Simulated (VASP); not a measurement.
A run of VASP 6.6.1:

Contents of INCAR:

```
PREC = Accurate
ENCUT = 600
EDIFF = 1E-6
ISMEAR = 0
SIGMA = 0.1
LREAL = F
LASPH = T
NELM = 150
ALGO = Normal
ISIF = 3
LWAVE = F
LCHARG = F
ISPIN = 2
MAGMOM = 1.5 1.5
LORBIT = 11
LMAXMIX = 4
GGA = CA
IBRION = 2
NSW = 80
EDIFFG = -0.01
```

The input KPOINTS:

```
Automatic mesh
0
Gamma
  8 8 8
```

The input POSCAR:

```
V
1.0
    3.0300000000      0.0000000000      0.0000000000
    0.0000000000      3.0300000000      0.0000000000
    0.0000000000      0.0000000000      3.0300000000
V
2
Direct
    0.0000000000      0.0000000000      0.0000000000
    0.5000000000      0.5000000000      0.5000000000
```

Potentials or basis: VASP PAW LDA potentials, release 64 (V_sv).

Launch:

```bash
$ cat potpaw_LDA.64/V_sv/POTCAR > POTCAR
$ mpirun -np 1 vasp_std > vasp.out
```

Hardware: 1 thread of Intel(R) Xeon(R) Platinum 8488C (Sapphire Rapids), with other jobs on the host.

Task: How long does it take, and how much memory?

Result: It took 43 s on 1 thread of Intel(R) Xeon(R) Platinum 8488C (Sapphire Rapids), on a shared host, peak memory 0.16 GiB. Counts: scf iterations 35, k points 35, ion steps 4.
